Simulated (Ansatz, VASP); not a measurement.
## One calculation of AgCl, two programs

File POSCAR:

```
AgCl
1.0
    4.4927110000      0.0000000000      0.0000000000
   -2.2463550000      3.8908060000      0.0000000000
    0.0000000000      0.0000000000      7.3179730000
Ag Cl
2 2
Direct
    0.3333000000      0.6667000000      0.0000000000
    0.6666000000      0.3333000000      0.5000000000
    0.3333000000      0.6667000000      0.3700000000
    0.6666000000      0.3333000000      0.8700000000
```

File INCAR.step1:

```
SYSTEM = AgCl
PREC = Accurate
ENCUT = 520
ISMEAR = -1
SIGMA = 0.0134
LREAL = .False.
LASPH = .True.
NELM = 100
NBANDS = 26
GGA = PE
ALGO = Normal
EDIFF = 1E-4
LWAVE = .True.
LCHARG = .False.
```

The input INCAR.step2:

```
SYSTEM = AgCl
PREC = Accurate
ENCUT = 520
EDIFF = 1E-7
ISMEAR = -1
SIGMA = 0.0134
LREAL = .False.
LASPH = .True.
NELM = 100
ALGO = Normal
ISIF = 2
LWAVE = .False.
LCHARG = .False.
METAGGA = R2SCAN
LMIXTAU = .True.
NBANDS = 26
ISTART = 1
```

KPOINTS

```
Automatic mesh
0
Gamma
  7 7 4
  0 0 0
```

Input for Ansatz:

```yaml
crystal:
  lattice:
    - [4.492711, 0.0, 0.0]
    - [-2.246355, 3.890806, 0.0]
    - [0.0, 0.0, 7.317973]
  atoms:
    - { symbol: Ag, position: [0.3333, 0.6667, 0.0] }
    - { symbol: Ag, position: [0.6666, 0.3333, 0.5] }
    - { symbol: Cl, position: [0.3333, 0.6667, 0.37] }
    - { symbol: Cl, position: [0.6666, 0.3333, 0.87] }
  symmetry: { tolerance: 0.0003 }
kpoints:
  mp_grid: { grid: [7, 7, 4], shift: [0, 0, 0] }
  band_path:
    path:
      - [0.0, 0.0, 0.0]
      - [0.4999998, 2.7e-07, 0.0]
      - [0.3333332, 0.33333373, 0.0]
      - [0.0, 0.0, 0.0]
      - [0.0, 0.0, 0.5]
      - [0.4999998, 2.7e-07, 0.5]
      - [0.3333332, 0.33333373, 0.5]
      - [0.0, 0.0, 0.5]
      - [0.4999998, 2.7e-07, 0.5]
      - [0.4999998, 2.7e-07, 0.0]
      - [0.3333332, 0.33333373, 0.5]
    npoints: 6
magnetization:
  spin_polarized: false
scf:
  occupations: { method: fermi_dirac, width: 0.0134 }
  lower_state_search: "off"
  max_iter: 200
hamiltonian:
  pseudopotentials: { kind: paw }
  xc: r2scan
basis:
  ecutwfc: 500
  fft_grid_basis: typed
output:
  forces: true
  stress: true
  eigenvalues: true
  bader: true
  populations: true
  elf: true
  write_potential: true
  volumetric_format: npy
  dos:
    e_range: [-12, 8]
    de: 0.05
    projected: { site_lists: { Ag: [Ag], Cl: [Cl] } }
checkpoint:
  read: saved_state
```

Alike in both runs: task single point; functional r2SCAN; k mesh 7 × 7 × 4; occupations fermi-dirac, width 0.0134 eV; no spin polarisation.

```csv
,VASP,Ansatz
version,VASP 6.6.1,Ansatz 0.2.0
potentials or method,"VASP PAW PBE potentials, release 64 (Ag, Cl), cutoff 520 eV",PAW plane waves
valence electrons in the cell,36,52
```

```csv
,VASP,Ansatz,Ansatz less VASP
gap on the k mesh at the Fermi level (eV),1.86,1.90,+0.048
pressure (GPa),-4.0,-3.9,+0.08
rms of the force components (eV/Å),0.020,0.021,+0.0007
```

VASP's potentials were made for PBE, not for r2SCAN. Atom by atom the forces differ by 0.001 eV/Å (rms over components). VASP's potentials hold 36 valence electrons a cell and Ansatz's 52, so a difference there can come from the potentials and not from the codes. Ansatz's warnings: structure snapped to symmetry.
